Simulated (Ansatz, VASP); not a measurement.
**Be2H3O: VASP beside Ansatz**

```
Be H O
1.0
     2.60156    0.00000    0.00000
    -1.30078    2.25301    0.00000
     0.00000    0.00000   20.88542
Be H O
4 6 2
Direct
  0.66667 0.33333 0.82937
  0.00000 0.00000 0.61947
  0.33333 0.66667 0.17063
  0.00000 0.00000 0.38053
  0.00000 0.00000 0.01782
  0.00000 0.00000 0.98218
  0.66667 0.33333 0.65792
  0.33333 0.66667 0.58100
  0.33333 0.66667 0.34208
  0.66667 0.33333 0.41900
  0.33333 0.66667 0.82937
  0.66667 0.33333 0.17063
```

Alike in both runs: functional PBE; k mesh 12 × 12 × 2; occupations gaussian, width 0.02 eV; no spin polarisation.

Ansatz relaxed the structure, and its values are those at the end. VASP's run is a single point on that final structure, the one shown.

|  | VASP | Ansatz |
| --- | --- | --- |
| version | VASP 6.6.1 | Ansatz 0.2.0 |
| potentials or method | VASP PAW PBE potentials, release 64 (Be, H, O), cutoff 520 eV | scalar-relativistic, plane waves, PAW |
| valence electrons in the cell | 26 | 26 |

|  | VASP | Ansatz | Ansatz less VASP |
| --- | --- | --- | --- |
| gap on the k mesh at the Fermi level (eV) | 4.20 | 4.21 | +0.012 |
| least direct gap on the mesh (eV) | 4.45 | 4.45 | +0.002 |
| pressure (GPa) | -0.1 | 0.0 | +0.12 |
| rms of the force components (eV/Å) | 0.003 | 0.001 | -0.0025 |
